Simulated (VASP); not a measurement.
A run of VASP 6.6.1 is set up as follows.

INCAR

```
SYSTEM = ZnSe
PREC     = Accurate       ! precision mode
ENCUT    = 520            ! plane-wave cutoff, eV
EDIFF    = 1E-7           ! SCF threshold, eV
ISMEAR   = -1             ! smearing method
SIGMA    = 0.03           ! smearing width, eV
LREAL    = .False.        ! projectors in reciprocal space
LASPH    = .True.         ! aspherical terms in the spheres
NELM     = 60             ! most SCF steps
ALGO     = Normal         ! electronic algorithm
ISIF     = 2              ! what is computed and relaxed
LWAVE    = .False.        ! write WAVECAR
LCHARG   = .False.        ! write CHGCAR
GGA      = PE             ! functional
NBANDS   = 16             ! bands
```

Contents of KPOINTS:

```
Automatic mesh
0
Gamma
  8 8 8
  0 0 0
```

Contents of POSCAR:

```
ZnSe
1.0
    0.0000000000      2.8338000000      2.9188140000
    2.8338000000      0.0000000000      2.9188140000
    2.8338000000      2.8338000000      0.0000000000
Zn Se
1 1
Direct
    0.0000000000      0.0000000000      0.0000000000
    0.7500000000      0.7500000000      0.7500000000
```

Potentials or basis: VASP PAW PBE potentials, release 64 (Zn, Se).

The run is started by

```bash
$ cat potpaw_PBE.64/Zn/POTCAR potpaw_PBE.64/Se/POTCAR > POTCAR
$ mpirun -np 1 vasp_std > vasp.out
```

**Question.** What does it give for the band gap on the k mesh?

**Answer.** 1.13 eV, direct.

**Question.** Estimate the pressure.

**Answer.** 0.5 GPa.

Stress tensor (GPa, compression positive):
```
 0.83  0.00  0.00
 0.00  0.83  0.00
 0.00  0.00 -0.24
```

Caveat: the cell differs from its parent crystal (zz strain of +3 %).
